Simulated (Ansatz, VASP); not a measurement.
## Al2As: VASP beside Ansatz

```
As Al
1.0
     1.78841   -1.03254    5.18419
     0.00000    2.06507    5.18419
    -1.78841   -1.03254    5.18419
As Al
1 2
Direct
  0.00000 0.00000 0.00000
  0.23240 0.23240 0.23240
  0.76760 0.76760 0.76760
```

Alike in both runs: task single point; functional PBEsol; k mesh 13 × 13 × 13; occupations fermi-dirac, width 0.05 eV; no spin polarisation.

```csv
,VASP,Ansatz
version,VASP 6.6.1,Ansatz 0.2.0
potentials or method,"VASP PAW PBE potentials, release 64 (As, Al), cutoff 520 eV","all-electron LAPW, scalar-relativistic"
```

Ansatz gave:

| Item | Value |
| --- | --- |
| pressure (GPa) | 0.0 |
| rms of the force components (eV/Å) | 0.000 |

Question: What did VASP give for the same quantities?

Answer: Pressure (GPa): 0.2; rms of the force components (eV/Å): 0.012.

VASP's potentials were made for PBE, not for PBEsol. Atom by atom the forces differ by 0.012 eV/Å (rms over components). Ansatz ran all-electron here, and VASP with PAW potentials.
